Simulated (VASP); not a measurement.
Wanted: the native input for a VASP 6.6.1 run.

| Property | Result |
| --- | --- |
| Task | electric field gradients |
| Functional | PBE |
| Potentials or basis | VASP PAW PBE potentials, release 64 (Cd) |
| Cutoff | 520 eV |
| k mesh | 14 × 14 × 7 |
| Occupations | fermi-dirac, width 0.05 eV |
| Spin | no spin polarisation |
| Dipole correction | no |
| Further INCAR settings | ALGO = Normal; EDIFF = 1e-08; NBANDS = 19 |

The structure of Cd lies in POSCAR:

```
Cd
1.0
    2.9788725081     -0.0446830876     -0.0446830876
   -1.5281329430      2.6021208104     -0.0163551452
   -0.0842647500     -0.0842647500      5.6176500000
Cd
2
Direct
    0.3333333333      0.6666666667      0.2500000000
    0.6666666667      0.3333333333      0.7500000000
```

This cell differs from its parent crystal: equal xy, yz and zx shear strains of -3 %.

These files were run (other wordings do the same):

INCAR

```
SYSTEM = Cd
  PREC = Accurate
  ENCUT = 520
  EDIFF = 1E-8
  ISMEAR = -1
  SIGMA = 0.05
  LREAL = .FALSE.
  LASPH = .TRUE.
  NELM = 60
  ALGO = Normal
  ISIF = 2
  LWAVE = .FALSE.
  LCHARG = .FALSE.
  GGA = PE
  LEFG = .TRUE.
  NBANDS = 19
```

KPOINTS

```
regular mesh
0
G
  14 14 7
  0 0 0
```

Potentials or basis: VASP PAW PBE potentials, release 64 (Cd).

Run with:

```sh
$ cat potpaw_PBE.64/Cd/POTCAR > POTCAR
$ mpirun -np 1 vasp_std > vasp.out
```

Results of the run:

- Pressure: 3.5 GPa
- Largest force: 0.005 eV/Å
- Band gap on the k mesh: zero (bands 12 and 13 overlap by 4.42 eV)
- Largest electric field gradient by atom: Cd +80.8 V/Å²

Caveat: the cell differs from its parent crystal (equal xy, yz and zx shear strains of -3 %); the cell stands under pressure; without QUAD_EFG the Cq values of the log hold for a quadrupole moment of 1 mb, not for the nuclei.

It took 13 min on 1 thread of Intel Xeon 8259CL, on a shared host, peak memory 0.53 GiB.
